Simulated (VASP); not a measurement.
# PtS2 (P-3m1) in VASP: further runs

Aim: see how the results for PtS2 move with the level of theory and the settings. Levels: PBE, r2SCAN. Tasks: single point.

Program: VASP 6.6.1. These are calculated values, not measurements. Logs are shortened: lines on timing, memory, paths and dates and some standing lists are left out, and cuts for length are marked.

## (1) The cell of the first run

Symmetry: P-3m1, No. 164, trigonal system. Conventional cell: a = 3.564 Å, b = 3.564 Å, c = 5.139 Å, α = 90.00°, β = 90.00°, γ = 120.00°. Pt (site symmetry -3m) has 6 S at 2.39 Å within 3.2 Å. Within 3.2 Å of S (site symmetry 3m) lie 3 Pt at 2.39 Å and 3 S at 3.19 Å.

## (2) Single point, PBE (strain +0.3%)

Input file INCAR:

```
SYSTEM = PtS2
PREC = Accurate
ENCUT = 520
EDIFF = 1E-6
ISMEAR = -1
SIGMA = 0.02
LREAL = .FALSE.
LASPH = .TRUE.
NELM = 60
ALGO = Normal
ISIF = 2
LWAVE = .FALSE.
LCHARG = .TRUE.
GGA = PE
LELF = .TRUE.
LVHAR = .TRUE.
NBANDS = 18
```

Input file KPOINTS:

```
regular mesh
0
G
  12 12 6
  0 0 0
```

Input file POSCAR:

```
PtS2
1.0
    3.5640100334      0.0000000000      0.0000000000
   -1.7820050167      3.0865232283      0.0000000000
    0.0000000000      0.0000000000      5.1391037203
Pt S
1 2
Direct
    0.0000000000      0.0000000000      0.0000000000
    0.3333333333      0.6666666667      0.2375186075
    0.6666666667      0.3333333333      0.7624813925
```

Potentials or basis: VASP PAW PBE potentials, release 64 (Pt, S).

Run with:

```console
> cat potpaw_PBE.64/Pt/POTCAR potpaw_PBE.64/S/POTCAR > POTCAR
> mpirun -np 1 vasp_std > vasp.out
```

OUTCAR:

```text
SYSTEM = PtS2
   PREC = Accurate
   ENCUT = 520
   EDIFF = 1E-6
   ISMEAR = -1
   LREAL = .FALSE.
   LASPH = .TRUE.
   NELM = 60
   ISIF = 2
   GGA = PE

 ion  position               nearest neighbor table
   1  0.000  0.000  0.000-   2 2.39   3 2.39   3 2.39   2 2.39   3 2.39   2 2.39
   2  0.333  0.667  0.238-   1 2.39   1 2.39   1 2.39
   3  0.667  0.333  0.762-   1 2.39   1 2.39   1 2.39

  LATTYP: Found a hexagonal cell.
 ALAT       =     3.5640100334
 C/A-ratio  =     1.4419442348

  Lattice vectors:

 A1 = (   3.5640100334,   0.0000000000,   0.0000000000)
 A2 = (  -1.7820050167,   3.0865232283,   0.0000000000)
 A3 = (   0.0000000000,   0.0000000000,   5.1391037203)

Analysis of symmetry for initial positions (statically):
=====================================================================
 Subroutine PRICEL returns:
 Original cell was already a primitive cell.

 Routine SETGRP: Setting up the symmetry group for a
 hexagonal supercell.

 Subroutine GETGRP returns: Found 12 space group operations
 (whereof 12 operations were pure point group operations)
 out of a pool of 24 trial point group operations.

The static configuration has the point symmetry D_3d.

Analysis of symmetry for dynamics (positions and initial velocities):
=====================================================================
 Subroutine PRICEL returns:
 Original cell was already a primitive cell.

 Routine SETGRP: Setting up the symmetry group for a
 hexagonal supercell.

 Subroutine GETGRP returns: Found 12 space group operations
 (whereof 12 operations were pure point group operations)
 out of a pool of 24 trial point group operations.

The dynamic configuration has the point symmetry D_3d.

 Subroutine INISYM returns: Found 12 space group operations
 (whereof 12 operations are pure point group operations),
 and found     1 'primitive' translations

----------------------------------------------------------------------------------------

                                     Primitive cell

  volume of cell :      56.5322

  direct lattice vectors                    reciprocal lattice vectors
     3.564010033  0.000000000  0.000000000     0.280582824  0.161994569  0.000000000
    -1.782005017  3.086523228  0.000000000     0.000000000  0.323989138  0.000000000
     0.000000000  0.000000000  5.139103720     0.000000000  0.000000000  0.194586460

  length of vectors
     3.564010033  3.564010033  5.139103720     0.323989138  0.323989138  0.194586460

  position of ions in fractional coordinates (direct lattice)
     0.000000000  0.000000000  0.000000000
     0.333333333  0.666666667  0.237518608
     0.666666667  0.333333333  0.762481392

  ion indices of the primitive-cell ions
   primitive index   ion index
                 1           1
                 2           2
                 3           3

----------------------------------------------------------------------------------------

 KPOINTS: regular mesh

Automatic generation of k-mesh.
 Grid dimensions read from file:
 generate k-points for:   12   12    6

 Generating k-lattice:

  Cartesian coordinates                     Fractional coordinates (reciprocal lattice)
     0.023381902  0.013499547  0.000000000     0.083333333  0.000000000  0.000000000
     0.000000000  0.026999095  0.000000000     0.000000000  0.083333333  0.000000000
     0.000000000  0.000000000  0.032431077     0.000000000  0.000000000  0.166666667

  Length of vectors
     0.026999095  0.026999095  0.032431077

  Shift w.r.t. Gamma in fractional coordinates (k-lattice)
     0.000000000  0.000000000  0.000000000

 Subroutine IBZKPT returns following result:
 ===========================================

 Found    100 irreducible k-points:

 Following reciprocal coordinates:
            Coordinates               Weight
  0.000000  0.000000  0.000000      1.000000
  0.083333 -0.000000  0.000000      6.000000
  0.166667  0.000000  0.000000      6.000000
  0.250000 -0.000000  0.000000      6.000000
  0.333333 -0.000000  0.000000      6.000000
  0.416667  0.000000  0.000000      6.000000
[... 16 lines left out ...]
  0.166667  0.000000  0.166667      6.000000
  0.000000  0.166667  0.166667      6.000000
 [... further k-points ...]
   k-points           NKPTS =    100   k-points in BZ     NKDIM =    100   number of bands    NBANDS=     18
   number of dos      NEDOS =    301   number of ions     NIONS =      3
   total plane-waves  NPLWV =  31360
   dimension x,y,z NGX =    28 NGY =   28 NGZ =   40
   dimension x,y,z NGXF=    56 NGYF=   56 NGZF=   80
   ions per type =               1   2
   NGX,Y,Z   is equivalent  to a cutoff of  13.06, 13.06, 12.94 a.u.
   NGXF,Y,Z  is equivalent  to a cutoff of  26.12, 26.12, 25.88 a.u.
 SYSTEM =  PtS2
   PREC   = accura    normal or accurate (medium, high low for compatibility)
   ISTART =      0    job   : 0-new  1-cont  2-samecut
   ICHARG =      2    charge: 1-file 2-atom 10-const
   ISPIN  =      1    spin polarized calculation?
   LNONCOLLINEAR =      F non collinear calculations
   LSORBIT =      F    spin-orbit coupling
   LASPH  =      T    aspherical Exc in radial PAW
   ENCUT  =  520.0 eV  38.22 Ry    6.18 a.u.   6.63  6.63  9.56*2*pi/ulx,y,z
   NELM   =     60;   NELMIN=  2; NELMDL= -5     # of ELM steps
   EDIFF  = 0.1E-05   stopping-criterion for ELM
   LREAL  =      F    real-space projection
   EDIFFG = 0.1E-04   stopping-criterion for IOM
   NSW    =      0    number of steps for IOM
   IBRION =     -1    ionic relax: 0-MD 1-quasi-New 2-CG
   NFREE  =      0    steps in history (QN), initial steepest desc. (CG)
   ISIF   =      2    stress and relaxation
   ISYM   =      2    0-nonsym 1-usesym 2-fastsym
   POTIM  = 0.5000    time-step for ionic-motion
   TEBEG  =    0.0;   TEEND  =   0.0 temperature during run
   PSTRESS=    0.0 pullay stress
   NELECT =      22.0000    total number of electrons
   NUPDOWN=      -1.0000    fix difference up-down
   EMIN   =  10.00;   EMAX   =-10.00  energy-range for DOS
   EFERMI =   0.00;   METHOD = LEGACY
   ISMEAR =    -1;   SIGMA  =   0.02  broadening in eV -4-tet -1-fermi 0-gaus
   EFERMI_NEDOS =   21; number of points for ismear=-14 and -15
   IALGO  =     38    algorithm
   IMIX   =      4    mixing-type and parameters
     AMIX     =   0.40;   BMIX     =  1.00
     AMIX_MAG =   1.60;   BMIX_MAG =  1.00
  volume/ion in A,a.u.               =      18.84       127.17
  Fermi-wavevector in a.u.,A,eV,Ry     =   1.195227  2.258652 19.436846  1.428568
  Thomas-Fermi vector in A             =   2.331198
   LORBIT       =      0    0 simple, 1 ext, 2 COOP (PROOUT), +10 PAW based schemes
   GGA     = PE    functional components
   LHFCALC =     F    Hartree Fock is set to
   AEXX    =    0.0000 exact exchange contribution
   IVDW    =     0    specifies the selected vdW correction
   LEPSILON=     F    determine dielectric tensor
   LRPA    =     F    only Hartree local field effects (RPA)
 non-spin polarized calculation
  energy-cutoff  :      520.00
  volume of cell :       56.53
 maximum number of plane-waves:      1553
 NGX is ok and might be reduce to    28
   NGX = 13   NGY = 13   NGZ = 19

 number of electron      21.9999996 magnetization

 Free energy of the ion-electron system (eV)
  ---------------------------------------------------
  ext. energy  EPLUGINS =         0.00000000
  ---------------------------------------------------
  free energy    TOTEN  =       -15.40582461 eV

  energy without entropy =      -15.40582461  energy(sigma->0) =      -15.40582461

 E-fermi :   6.6695     XC(G=0): -10.4679

 val. band max:        6.3069418383   @ k =   0.0000   0.1667   0.1667
 cond. band min:       7.0275532447   @ k =   0.0000   0.2500   0.3333
 fundamental gap:      0.7206114063
 Fermi energy:         6.6695291437

 k-point     1 :       0.0000    0.0000    0.0000
  band No.  band energies     occupation
      1      -8.7631      2.00000
      2      -5.9802      2.00000
      3      -0.4040      2.00000
      4      -0.1207      2.00000
      5      -0.1207      2.00000
      6       2.6232      2.00000
[... 10 lines left out ...]
     17      14.3805      0.00000
     18      18.5656      0.00000

 k-point     2 :       0.0833   -0.0000    0.0000
  band No.  band energies     occupation
      1      -8.6761      2.00000
      2      -6.0204      2.00000
      3      -0.3126      2.00000
      4      -0.0644      2.00000
      5      -0.0627      2.00000
      6       2.4940      2.00000
[... 10 lines left out ...]
     17      14.6563      0.00000
     18      17.7055      0.00000

 k-point     3 :       0.1667    0.0000    0.0000
  band No.  band energies     occupation
      1      -8.4247      2.00000
      2      -6.1290      2.00000
      3      -0.0752      2.00000
      4       0.0886      2.00000
      5       0.1311      2.00000
      6       2.0557      2.00000
[... 10 lines left out ...]
     17      15.3236      0.00000
     18      16.3262      0.00000

 k-point     4 :       0.2500   -0.0000    0.0000
  band No.  band energies     occupation
      1      -8.0403      2.00000
      2      -6.2765      2.00000
      3       0.1362      2.00000
      4       0.2870      2.00000
      5       0.5496      2.00000
      6       1.3509      2.00000
[... 10 lines left out ...]
     17      15.3873      0.00000
     18      15.6033      0.00000

 k-point     5 :       0.3333   -0.0000    0.0000
  band No.  band energies     occupation
      1      -7.5838      2.00000
      2      -6.4330      2.00000
      3      -0.0395      2.00000
      4       0.4493      2.00000
      5       0.9624      2.00000
      6       1.1653      2.00000
[... 10 lines left out ...]
     17      15.1185      0.00000
     18      15.8069      0.00000

 k-point     6 :       0.4167    0.0000    0.0000
  band No.  band energies     occupation
      1      -7.1540      2.00000
      2      -6.5865      2.00000
      3      -0.5788      2.00000
      4       0.5267      2.00000
      5       1.1424      2.00000
      6       1.8251      2.00000
[... 10 lines left out ...]
     17      14.6939      0.00000
     18      16.8941      0.00000

 k-point     7 :       0.5000   -0.0000    0.0000
  band No.  band energies     occupation
      1      -6.9104      2.00000
      2      -6.7124      2.00000
      3      -0.8195      2.00000
      4       0.5444      2.00000
      5       1.2840      2.00000
      6       2.1593      2.00000
[... 10 lines left out ...]
     17      14.5574      0.00000
     18      17.4881      0.00000

 k-point     8 :       0.0833    0.0833    0.0000
  band No.  band energies     occupation
      1      -8.5068      2.00000
      2      -6.0946      2.00000
      3      -0.1422      2.00000
      4       0.0458      2.00000
      5       0.0507      2.00000
      6       2.3113      2.00000
[... 10 lines left out ...]
     17      15.2048      0.00000
     18      16.6735      0.00000
[... 229 lines left out ...]
     17      15.6238      0.00000
     18      16.9489      0.00000

 k-point    20 :       0.0000    0.0000    0.1667
  band No.  band energies     occupation
      1      -8.6928      2.00000
      2      -6.1575      2.00000
      3      -0.1208      2.00000
      4      -0.1150      2.00000
      5      -0.1150      2.00000
      6       2.6181      2.00000
[... 10 lines left out ...]
     17      14.3216      0.00000
     18      17.8766      0.00000

 k-point    21 :       0.0833   -0.0000    0.1667
  band No.  band energies     occupation
      1      -8.6059      2.00000
      2      -6.1878      2.00000
      3      -0.1970      2.00000
      4      -0.0511      2.00000
      5       0.0805      2.00000
      6       2.4972      2.00000
[... 10 lines left out ...]
     17      14.4091      0.00000
     18      16.9638      0.00000

 k-point    22 :       0.0000    0.0833    0.1667
  band No.  band energies     occupation
      1      -8.6068      2.00000
      2      -6.1848      2.00000
      3      -0.2214      2.00000
      4      -0.0675      2.00000
      5       0.1146      2.00000
      6       2.4728      2.00000
[... 10 lines left out ...]
     17      14.7950      0.00000
     18      16.9898      0.00000

 k-point    23 :       0.1667    0.0000    0.1667
  band No.  band energies     occupation
      1      -8.3532      2.00000
      2      -6.2764      2.00000
      3      -0.1001      2.00000
      4       0.1085      2.00000
      5       0.3528      2.00000
      6       2.0915      2.00000
[... 10 lines left out ...]
     17      14.9331      0.00000
     18      16.0450      0.00000

 k-point    24 :       0.0000    0.1667    0.1667
  band No.  band energies     occupation
      1      -8.3607      2.00000
      2      -6.2544      2.00000
      3      -0.2282      2.00000
      4       0.0740      2.00000
      5       0.4750      2.00000
      6       1.9852      2.00000
[... 10 lines left out ...]
     17      15.6762      0.00000
     18      15.7204      0.00000

 [... further k-points ...]
[... 5 lines left out ...]
  --------------------------------------------------------------------------------------
  -------------------------------------------------------------------------------------
  Total        0.9481141      0.9481141      0.7243306      0.0000000      0.0000000     -0.0000000
  in kB       26.8704753     26.8704753     20.5282341      0.0000000      0.0000000     -0.0000000
  external PRESSURE =      24.7563949 kB  Pullay stress =       0.0000000 kB

 VOLUME and BASIS-vectors are now :
 -----------------------------------------------------------------------------
  energy-cutoff  :      520.00
  volume of cell :       56.53
      direct lattice vectors                 reciprocal lattice vectors
     3.564010033  0.000000000  0.000000000     0.280582824  0.161994569  0.000000000
    -1.782005017  3.086523228  0.000000000     0.000000000  0.323989138  0.000000000
     0.000000000  0.000000000  5.139103720     0.000000000  0.000000000  0.194586460

 POSITION                                       TOTAL-FORCE (eV/Angst)
 -----------------------------------------------------------------------------------
      0.00000      0.00000      0.00000        -0.000000      0.000000      0.000000
     -0.00000      2.05768      1.22063         0.000000     -0.000000      0.019604
      1.78201      1.02884      3.91847        -0.000000      0.000000     -0.019604
 -----------------------------------------------------------------------------------
    total drift:                               -0.000000     -0.000000      0.000000

  FREE ENERGIE OF THE ION-ELECTRON SYSTEM (eV)
  ---------------------------------------------------
  free  energy   TOTEN  =       -15.4058246079 eV

  energy  without entropy=      -15.4058246078  energy(sigma->0) =      -15.40582461
```

Run time: 34 s. Hardware: 1 thread of Intel Xeon 6975P-C (Granite Rapids), shared host; peak memory 0.24 GiB.

Results:

```
Free energy            : -15.4058 eV
Pressure               : 2.5 GPa
Largest force          : 0.020 eV/Å
Band gap on the k mesh : 0.72 eV (least direct gap 0.99 eV)
```

Forces on the atoms (eV/Å):
```
Pt   0.000  0.000  0.000
S    0.000  0.000  0.020
S    0.000  0.000 -0.020
```

Stress tensor (GPa, compression positive):
```
2.69 0.00 0.00
0.00 2.69 0.00
0.00 0.00 2.05
```

Caveat: the cell differs from its parent crystal (strain +0.3%); spin-orbit coupling is left out, which moves the levels of the heavy elements.

## (3) Single point, r2SCAN (biaxial xy strain -1.3%)

Input file POSCAR:

```
PtS2
1.0
    3.5053914473      0.0000000000      0.0000000000
   -1.7526957237      3.0357580436      0.0000000000
    0.0000000000      0.0000000000      5.1227110450
Pt S
1 2
Direct
    0.0000000000      0.0000000000      0.0000000000
    0.3333333333      0.6666666667      0.2436423793
    0.6666666667      0.3333333333      0.7563576207
```

Input file INCAR.step1:

```
ALGO     = Normal         # electronic algorithm
EDIFF    = 1E-4           # SCF threshold, eV
ENCUT    = 520            # plane-wave cutoff, eV
GGA      = PE             # functional
ISMEAR   = 0              # smearing method
LASPH    = T              # aspherical terms in the spheres
LCHARG   = F              # write CHGCAR
LREAL    = F              # projectors in reciprocal space
LWAVE    = T              # write WAVECAR
NBANDS   = 18             # bands
NELM     = 80             # most SCF steps
PREC     = Accurate       # precision mode
SIGMA    = 0.01           # smearing width, eV
```

Input file INCAR.step2:

```
ALGO     = Normal         # electronic algorithm
EDIFF    = 1E-7           # SCF threshold, eV
ENCUT    = 520            # plane-wave cutoff, eV
ISIF     = 2              # what is computed and relaxed
ISMEAR   = 0              # smearing method
ISTART   = 1            
LASPH    = T              # aspherical terms in the spheres
LCHARG   = F              # write CHGCAR
LMIXTAU  = T            
LREAL    = F              # projectors in reciprocal space
LWAVE    = F              # write WAVECAR
METAGGA  = R2SCAN         # meta-GGA
NBANDS   = 18             # bands
NELM     = 80             # most SCF steps
PREC     = Accurate       # precision mode
SIGMA    = 0.01           # smearing width, eV
```

Input file KPOINTS:

```
k-points
0
Gamma
  12 12 6
```

Potentials or basis: VASP PAW PBE potentials, release 64 (Pt, S).

Run with:

```console
> cat potpaw_PBE.64/Pt/POTCAR potpaw_PBE.64/S/POTCAR > POTCAR
> cp INCAR.step1 INCAR
> mpirun -np 1 vasp_std > vasp.out
> cp INCAR.step2 INCAR
> mpirun -np 1 vasp_std > vasp.out
```

Run time: 2.6 min. Hardware: 1 thread of Intel Xeon 6975P-C (Granite Rapids), shared host; peak memory 0.24 GiB.

Results (log left out):

| Quantity | Value |
| --- | --- |
| Free energy | -68.8193 eV |
| Pressure | 4.1 GPa |
| Largest force | 0.049 eV/Å |
| Band gap on the k mesh | 0.88 eV (least direct gap 1.11 eV) |

Forces on the atoms (eV/Å):
```
Pt   0.000  0.000  0.000
S    0.000  0.000 -0.049
S    0.000  0.000  0.049
```

Stress tensor (GPa, compression positive):
```
5.14 0.00 0.00
0.00 5.14 0.00
0.00 0.00 2.11
```

Levels at points of the mesh, in eV from the valence-band top:
```
           k point  band 7  band 8  band 9  band 10  band 11  band 12  band 13  band 14  band 15  band 16
(0.00, 0.00, 0.00)   -3.98   -2.23   -1.03    -1.03     0.00     2.29     2.29     5.25     6.25     8.66
(0.50, 0.00, 0.00)   -3.44   -3.22   -3.18    -3.09    -2.52     1.75     2.80     5.92     6.94     8.55
(0.00, 0.00, 0.50)   -4.01   -2.81   -1.29    -1.29    -1.13     2.87     2.87     6.09     7.85     8.36
(0.50, 0.00, 0.50)   -3.33   -3.22   -2.81    -2.73    -1.53     1.88     2.58     5.47     5.82     7.94
```

Caveat: the cell differs from its parent crystal (biaxial xy strain -1.3%); the cell stands under pressure; the PAW data sets were made with another functional, which shifts forces and pressure a little; spin-orbit coupling is left out, which moves the levels of the heavy elements. A k mesh can miss the band edges.

(Part 1 of 2 ends here.)
